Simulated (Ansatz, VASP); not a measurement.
## One calculation of MnO, two programs

Contents of INCAR:

```
PREC = Accurate
ENCUT = 520
EDIFF = 1E-7
ISMEAR = -1
SIGMA = 0.05
LREAL = F
LASPH = T
NELM = 150
ALGO = Normal
ISIF = 2
LWAVE = F
LCHARG = F
ISPIN = 2
MAGMOM = 4 0
LORBIT = 11
LMAXMIX = 4
GGA = PE
NBANDS = 20
```

File KPOINTS:

```
regular mesh
0
Gamma
  16 16 16
```

The input POSCAR:

```
MnO
1.0
    0.0000000000      2.2367156606      2.2367156606
    2.2367156606      0.0000000000      2.2367156606
    2.2367156606      2.2367156606      0.0000000000
Mn O
1 1
Direct
    0.0000000000      0.0000000000      0.0000000000
    0.5000000000      0.5000000000      0.5000000000
```

Input for Ansatz:

```yaml
crystal:
  lattice:
    - [0.0, 2.2367156606, 2.2367156606]
    - [2.2367156606, 0.0, 2.2367156606]
    - [2.2367156606, 2.2367156606, 0.0]
  atoms:
    - { symbol: Mn, position: [0.0, 0.0, 0.0], spin: 4.0 }
    - { symbol: O, position: [0.5, 0.5, 0.5] }
magnetization:
  spin_polarized: true
kpoints:
  mp_grid: { grid: [16, 16, 16] }
  band_path:
    path:
      - [0.0, 0.0, 0.0]
      - [0.5, 0.0, 0.5]
      - [0.625, 0.25, 0.625]
      - [0.375, 0.375, 0.75]
      - [0.0, 0.0, 0.0]
      - [0.5, 0.5, 0.5]
      - [0.5, 0.25, 0.75]
      - [0.5, 0.0, 0.5]
    npoints: 5
scf:
  occupations: { method: fermi_dirac, width: 0.05 }
hamiltonian:
  xc: pbe
  pseudopotentials: { kind: all_electron, lapw: { basis_error: 0.00025 } }
output:
  forces: true
  stress: true
  eigenvalues: true
```

Change from the starting cell: volume scaled by 1.02.

Alike in both runs: task single point; functional PBE; k mesh 16 × 16 × 16; occupations fermi-dirac, width 0.05 eV; collinear spin.

```csv
,VASP,Ansatz
version,VASP 6.6.1,Ansatz 0.2.0
potentials or method,"VASP PAW PBE potentials, release 64 (Mn_pv, O), cutoff 520 eV","all-electron LAPW, scalar-relativistic"
```

Ansatz gave:

| Item | Value |
| --- | --- |
| pressure (GPa) | -2.2 |
| net moment per atom (μB) | 2.40 |
| size of the moment on the site where the two differ most (μB) | 0.23 |

Question: Estimate VASP's values.

Answer: Pressure (GPa): -2.1; net moment per atom (μB): 2.40; size of the moment on the site where the two differ most (μB): 0.20.

Site moments also hang on the region over which each program counts them. Ansatz ran all-electron here, and VASP with PAW potentials.
